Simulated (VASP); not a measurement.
# Au (Fm-3m) in VASP: single point with PBE

Aim: the single point of Au with PBE.

Everything below comes from runs of VASP 6.6.1. Logs are shortened: lines on timing, memory, paths and dates and some standing lists are left out, and cuts for length are marked.

## 1. The cell of the first run

The structure is cubic, space group Fm-3m (No. 225). The conventional cell has a = 4.080 Å, b = 4.080 Å, c = 4.080 Å, α = 90.00°, β = 90.00°, γ = 90.00°. Au (site symmetry m-3m) has 12 Au at 2.88 Å within 3.8 Å.

## 2. Single point, PBE

Input file INCAR:

```
ALGO = Normal ; EDIFF = 1E-6
ENCUT = 500 ; GGA = PE
GGA_COMPAT = F ; ISIF = 2
ISMEAR = -1 ; LASPH = T
LCHARG = F ; LREAL = F
LWAVE = F ; NBANDS = 12
NELM = 120 ; PREC = Accurate
SIGMA = 0.5
```

Input file KPOINTS:

```
k-points
0
Gamma
  2 2 2
```

Input file POSCAR:

```
Au
1.0
    0.0000000000      2.0398237129      2.0398237129
    2.0398237129      0.0000000000      2.0398237129
    2.0398237129      2.0398237129      0.0000000000
Au
1
Direct
    0.0000000000      0.0000000000      0.0000000000
```

Potentials or basis: VASP PAW PBE potentials, release 64 (Au).

Run with:

```sh
> cat potpaw_PBE.64/Au/POTCAR > POTCAR
> mpirun -np 1 vasp_std > vasp.out
```

OUTCAR:

```text
EDIFF = 1E-6
   ENCUT = 500
   GGA = PE
   ISIF = 2
   ISMEAR = -1
   LASPH = T
   LREAL = F
   NELM = 120
   PREC = Accurate

 ion  position               nearest neighbor table
   1  0.000  0.000  0.000-

  LATTYP: Found a face centered cubic cell.
 ALAT       =     4.0796474258

  Lattice vectors:

 A1 = (   0.0000000000,   2.0398237129,   2.0398237129)
 A2 = (   2.0398237129,   0.0000000000,   2.0398237129)
 A3 = (   2.0398237129,   2.0398237129,   0.0000000000)

Analysis of symmetry for initial positions (statically):
=====================================================================
 Subroutine PRICEL returns:
 Original cell was already a primitive cell.

 Routine SETGRP: Setting up the symmetry group for a
 face centered cubic supercell.

 Subroutine GETGRP returns: Found 48 space group operations
[... 9 lines left out ...]

 Routine SETGRP: Setting up the symmetry group for a
 face centered cubic supercell.

 Subroutine GETGRP returns: Found 48 space group operations
[... 11 lines left out ...]
                                     Primitive cell

  volume of cell :      16.9749

  direct lattice vectors                    reciprocal lattice vectors
     0.000000000  2.039823713  2.039823713    -0.245119221  0.245119221  0.245119221
     2.039823713  0.000000000  2.039823713     0.245119221 -0.245119221  0.245119221
     2.039823713  2.039823713  0.000000000     0.245119221  0.245119221 -0.245119221

  length of vectors
     2.884746360  2.884746360  2.884746360     0.424558945  0.424558945  0.424558945

  position of ions in fractional coordinates (direct lattice)
     0.000000000  0.000000000  0.000000000

  ion indices of the primitive-cell ions
   primitive index   ion index
                 1           1

----------------------------------------------------------------------------------------

 KPOINTS: k-points

Automatic generation of k-mesh.
 Grid dimensions read from file:
 generate k-points for:    2    2    2

 Generating k-lattice:

  Cartesian coordinates                     Fractional coordinates (reciprocal lattice)
    -0.122559611  0.122559611  0.122559611     0.500000000  0.000000000  0.000000000
     0.122559611 -0.122559611  0.122559611     0.000000000  0.500000000  0.000000000
     0.122559611  0.122559611 -0.122559611     0.000000000  0.000000000  0.500000000

  Length of vectors
     0.212279473  0.212279473  0.212279473

  Shift w.r.t. Gamma in fractional coordinates (k-lattice)
     0.000000000  0.000000000  0.000000000

 Subroutine IBZKPT returns following result:
 ===========================================

 Found      3 irreducible k-points:

 Following reciprocal coordinates:
            Coordinates               Weight
  0.000000  0.000000  0.000000      1.000000
  0.500000  0.000000  0.000000      4.000000
  0.500000  0.500000  0.000000      3.000000
   k-points           NKPTS =      3   k-points in BZ     NKDIM =      3   number of bands    NBANDS=     12
   number of dos      NEDOS =    301   number of ions     NIONS =      1
   total plane-waves  NPLWV =  13824
   dimension x,y,z NGX =    24 NGY =   24 NGZ =   24
   dimension x,y,z NGXF=    48 NGYF=   48 NGZF=   48
   ions per type =               1
   NGX,Y,Z   is equivalent  to a cutoff of  13.83, 13.83, 13.83 a.u.
   NGXF,Y,Z  is equivalent  to a cutoff of  27.66, 27.66, 27.66 a.u.
 SYSTEM =  unknown system
   PREC   = accura    normal or accurate (medium, high low for compatibility)
   ISTART =      0    job   : 0-new  1-cont  2-samecut
   ICHARG =      2    charge: 1-file 2-atom 10-const
   ISPIN  =      1    spin polarized calculation?
   LNONCOLLINEAR =      F non collinear calculations
   LSORBIT =      F    spin-orbit coupling
   LASPH  =      T    aspherical Exc in radial PAW
   ENCUT  =  500.0 eV  36.75 Ry    6.06 a.u.   5.26  5.26  5.26*2*pi/ulx,y,z
   NELM   =    120;   NELMIN=  2; NELMDL= -5     # of ELM steps
   EDIFF  = 0.1E-05   stopping-criterion for ELM
   LREAL  =      F    real-space projection
[... 7 lines left out ...]
   TEBEG  =    0.0;   TEEND  =   0.0 temperature during run
   PSTRESS=    0.0 pullay stress
   NELECT =      11.0000    total number of electrons
   NUPDOWN=      -1.0000    fix difference up-down
   EMIN   =  10.00;   EMAX   =-10.00  energy-range for DOS
   EFERMI =   0.00;   METHOD = LEGACY
   ISMEAR =    -1;   SIGMA  =   0.50  broadening in eV -4-tet -1-fermi 0-gaus
   EFERMI_NEDOS =   21; number of points for ismear=-14 and -15
   IALGO  =     38    algorithm
   IMIX   =      4    mixing-type and parameters
     AMIX     =   0.40;   BMIX     =  1.00
     AMIX_MAG =   1.60;   BMIX_MAG =  1.00
  volume/ion in A,a.u.               =      16.97       114.55
  Fermi-wavevector in a.u.,A,eV,Ry     =   1.416673  2.677125 27.306399  2.006964
  Thomas-Fermi vector in A             =   2.537983
   LORBIT       =      0    0 simple, 1 ext, 2 COOP (PROOUT), +10 PAW based schemes
   GGA     = PE    functional components
   LHFCALC =     F    Hartree Fock is set to
   AEXX    =    0.0000 exact exchange contribution
   IVDW    =     0    specifies the selected vdW correction
   LEPSILON=     F    determine dielectric tensor
   LRPA    =     F    only Hartree local field effects (RPA)
 non-spin polarized calculation
  energy-cutoff  :      500.00
  volume of cell :       16.97
 maximum number of plane-waves:       444
 NGX is ok and might be reduce to    24
   NGX = 11   NGY = 11   NGZ = 11

 number of electron      11.0000000 magnetization

 Free energy of the ion-electron system (eV)
  ---------------------------------------------------
  ext. energy  EPLUGINS =         0.00000000
  ---------------------------------------------------
  free energy    TOTEN  =        -0.24573964 eV

  energy without entropy =        0.47035277  energy(sigma->0) =        0.11230656

 E-fermi :   9.4505     XC(G=0): -12.7390

 val. band max:        8.5497722806   @ k =   0.5000   0.0000   0.0000
 cond. band min:      10.5334438753   @ k =   0.5000   0.5000   0.0000
 fundamental gap:      1.9836715947
 Fermi energy:         9.4504534978

 k-point     1 :       0.0000    0.0000    0.0000
  band No.  band energies     occupation
      1      -0.3671      2.00000
      2       4.9821      1.99974
      3       4.9821      1.99974
      4       4.9821      1.99974
      5       6.5676      1.99375
      6       6.5676      1.99375
      7      23.9659      0.00000
      8      28.0868      0.00000
      9      28.0868      0.00000
     10      28.0868      0.00000
     11      32.9113      0.00000
     12      37.7387      0.00000

 k-point     2 :       0.5000    0.0000    0.0000
  band No.  band energies     occupation
      1       2.2632      2.00000
      2       4.9603      1.99975
      3       4.9603      1.99975
      4       7.7756      1.93219
      5       7.7756      1.93219
      6       8.5498      1.71663
      7      12.7585      0.00267
      8      23.4441      0.00000
      9      26.7130      0.00000
     10      26.7130      0.00000
     11      34.5802      0.00000
     12      34.5802      0.00000

 k-point     3 :       0.5000    0.5000    0.0000
  band No.  band energies     occupation
      1       2.5577      2.00000
      2       2.8658      2.00000
      3       7.7512      1.93532
      4       8.0911      1.87625
      5       8.0911      1.87625
      6      10.5334      0.20569
      7      15.4549      0.00001
      8      19.5719      0.00000
      9      19.5719      0.00000
     10      26.8263      0.00000
     11      29.4635      0.00000
     12      37.0174      0.00000

------------------------ aborting loop because EDIFF is reached ----------------------------------------

  FORCE on cell =-STRESS in cart. coord.  units (eV):
  Direction    XX          YY          ZZ          XY          YZ          ZX
  --------------------------------------------------------------------------------------
  -------------------------------------------------------------------------------------
  Total        5.4801058      5.4801058      5.4801058     -0.0000000     -0.0000000      0.0000000
  in kB      517.2394253    517.2394253    517.2394253     -0.0000000     -0.0000000      0.0000000
  external PRESSURE =     517.2394253 kB  Pullay stress =       0.0000000 kB

 VOLUME and BASIS-vectors are now :
 -----------------------------------------------------------------------------
  energy-cutoff  :      500.00
  volume of cell :       16.97
      direct lattice vectors                 reciprocal lattice vectors
     0.000000000  2.039823713  2.039823713    -0.245119221  0.245119221  0.245119221
     2.039823713  0.000000000  2.039823713     0.245119221 -0.245119221  0.245119221
     2.039823713  2.039823713  0.000000000     0.245119221  0.245119221 -0.245119221

 POSITION                                       TOTAL-FORCE (eV/Angst)
 -----------------------------------------------------------------------------------
      0.00000      0.00000      0.00000         0.000000      0.000000      0.000000
 -----------------------------------------------------------------------------------
    total drift:                               -0.000000     -0.000000     -0.000000

  FREE ENERGIE OF THE ION-ELECTRON SYSTEM (eV)
  ---------------------------------------------------
  free  energy   TOTEN  =        -0.2457396433 eV

  energy  without entropy=        0.4703527674  energy(sigma->0) =        0.11230656
```

It took 7.2 s on 1 thread of AMD EPYC 7R13 (Zen 3), shared host; peak memory 0.1 GiB.

What came out:

- Free energy: -0.2457 eV
- Pressure: 51.7 GPa

Caveat: the k points lie up to 1.33 Å⁻¹ apart; spin-orbit coupling is left out, which moves the levels of the heavy elements.
